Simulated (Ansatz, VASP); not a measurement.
## One calculation of Ti, two programs

Contents of POSCAR:

```
Ti
1.0
    4.1854970673      0.0000000000      0.0000000000
   -2.0927485336      3.6247467877      0.0000000000
    0.0000000000      0.0000000000      3.3644454390
Ti
3
Direct
    0.0000000000      0.0000000000      0.0000000000
    0.3333333333      0.6666666667      0.5000000000
    0.6666666667      0.3333333333      0.5000000000
```

File INCAR.step1:

```
SYSTEM = Ti
ALGO     = Normal         ! electronic algorithm
EDIFF    = 1E-4           ! SCF threshold, eV
ENCUT    = 520            ! plane-wave cutoff, eV
GGA      = PE             ! functional
ISMEAR   = 0              ! smearing method
LASPH    = .True.         ! aspherical terms in the spheres
LCHARG   = .False.        ! write CHGCAR
LREAL    = .False.        ! projectors in reciprocal space
LWAVE    = .True.         ! write WAVECAR
NBANDS   = 25             ! bands
NELM     = 100            ! most SCF steps
PREC     = Accurate       ! precision mode
SIGMA    = 0.15           ! smearing width, eV
```

Contents of INCAR.step2:

```
SYSTEM = Ti
ALGO     = Normal         ! electronic algorithm
EDIFF    = 1E-6           ! SCF threshold, eV
ENCUT    = 520            ! plane-wave cutoff, eV
ISIF     = 2              ! what is computed and relaxed
ISMEAR   = 0              ! smearing method
ISTART   = 1            
LASPH    = .True.         ! aspherical terms in the spheres
LCHARG   = .True.         ! write CHGCAR
LELF     = .True.         ! ELF
LMIXTAU  = .True.       
LREAL    = .False.        ! projectors in reciprocal space
LVHAR    = .True.       
LWAVE    = .False.        ! write WAVECAR
METAGGA  = R2SCAN         ! meta-GGA
NBANDS   = 25             ! bands
NELM     = 100            ! most SCF steps
PREC     = Accurate       ! precision mode
SIGMA    = 0.15           ! smearing width, eV
```

File KPOINTS:

```
k-points
0
Gamma
  12 12 18
  0 0 0
```

Input for Ansatz:

```yaml
crystal:
  lattice:
    - [4.1854970673, 0.0, 0.0]
    - [-2.0927485336, 3.6247467877, 0.0]
    - [0.0, 0.0, 3.364445439]
  atoms:
    - { symbol: Ti, position: [0.0, 0.0, 0.0] }
    - { symbol: Ti, position: [0.3333333333, 0.6666666667, 0.5] }
    - { symbol: Ti, position: [0.6666666667, 0.3333333333, 0.5] }
basis:
  ecutwfc: 500
kpoints:
  mp_grid: { grid: [12, 12, 18] }
hamiltonian:
  xc: r2scan
scf:
  occupations: { method: gaussian, width: 0.15 }
output:
  forces: true
  stress: true
  eigenvalues: true
  write_density: true
  write_potential: true
  elf: true
  volumetric_format: npy
```

Alike in both runs: task single point; functional r2SCAN; k mesh 12 × 12 × 18; occupations gaussian, width 0.15 eV; no spin polarisation.

|  | VASP | Ansatz |
| --- | --- | --- |
| version | VASP 6.6.1 | Ansatz 0.2.0 |
| potentials or method | VASP PAW PBE potentials, release 64 (Ti_sv), cutoff 520 eV | scalar-relativistic, plane waves, PAW |
| valence electrons in the cell | 36 | 36 |

```csv
,VASP,Ansatz,Ansatz less VASP
gap on the k mesh at the Fermi level (eV),none,none,-
pressure (GPa),0.8,0.3,-0.51
"traceless stress, the component that is largest in VASP (GPa)",-16.94,-16.74,+0.204
```

VASP's potentials were made for PBE, not for r2SCAN. A gap of «none» marks a metal or a gap that the smearing closes.
